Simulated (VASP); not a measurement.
Set up this calculation in VASP 6.6.1, as the native input.

```
Task                   : single point
Functional             : PBE
Potentials or basis    : VASP PAW PBE potentials, release 64 (Al)
Cutoff                 : 500 eV
k mesh                 : 12 × 12 × 12
Occupations            : fermi-dirac, width 0.0612256 eV
Spin                   : no spin polarisation
Dipole correction      : no
Further INCAR settings : ALGO = Normal; EDIFF = 1e-06; NBANDS = 8
```

The structure of Al lies in POSCAR:

```
Al
1.0
    0.0000000000      2.0204322181      2.0204322181
    2.0204322181      0.0000000000      2.0204322181
    2.0204322181      2.0204322181      0.0000000000
Al
1
Direct
    0.0000000000      0.0000000000      0.0000000000
```

The input as run:

INCAR

```
SYSTEM = Al
PREC = Accurate
ENCUT = 500
EDIFF = 1E-6
ISMEAR = -1
SIGMA = 0.06122561905347299
LREAL = .False.
LASPH = .True.
NELM = 120
ALGO = Normal
ISIF = 2
LWAVE = .False.
LCHARG = .True.
GGA = PE
LELF = .True.
LVHAR = .True.
NBANDS = 8
GGA_COMPAT = .False.
```

KPOINTS

```
regular mesh
0
Gamma
  12 12 12
  0 0 0
```

Potentials or basis: VASP PAW PBE potentials, release 64 (Al).

Run with:

```sh
$ cat potpaw_PBE.64/Al/POTCAR > POTCAR
$ mpirun -np 1 vasp_std > vasp.out
```

It gave:

```json
{
 "Pressure": "0.1 GPa"
}
```

It took 4.6 s on 1 thread of Intel(R) Xeon(R) Platinum 8375C CPU @ 2.90GHz (Ice Lake), with other jobs on the host, peak memory 0.13 GiB.
